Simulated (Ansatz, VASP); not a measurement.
HgTe in VASP and in Ansatz

```xyz
2
Lattice="0.0000 3.1800 3.1800 3.1800 0.0000 3.1800 3.1800 3.1800 0.0000" Properties=species:S:1:pos:R:3 pbc="T T T"
Hg    0.0000    0.0000    0.0000
Te    3.1800    3.1800    3.1800
```

Alike in both runs: task single point; functional PBE; k mesh 7 × 7 × 7; occupations gaussian, width 0.023 eV; no spin polarisation.

|  | VASP | Ansatz |
| --- | --- | --- |
| version | VASP 6.6.1 | Ansatz 0.2.0 |
| potentials or method | VASP PAW PBE potentials, release 64 (Hg, Te) | Ansatz PAW |
| plane-wave cutoff (eV) | 520 | 420 |
| valence electrons in the cell | 18 | 36 |

Ansatz gave:

```
gap on the k mesh at the Fermi level (eV) : none
pressure (GPa)                            : -3.8
```

Problem. What did VASP give for the same quantities?

Solution. gap on the k mesh at the Fermi level (eV): none; pressure (GPa): -3.7.

A gap of «none» marks a metal or a gap that the smearing closes. With one functional, cell and mesh, what is left measures potentials, basis and numerics. VASP's potentials hold 18 valence electrons a cell and Ansatz's 36, so a difference there can come from the potentials and not from the codes.

Spin-orbit coupling is off throughout.
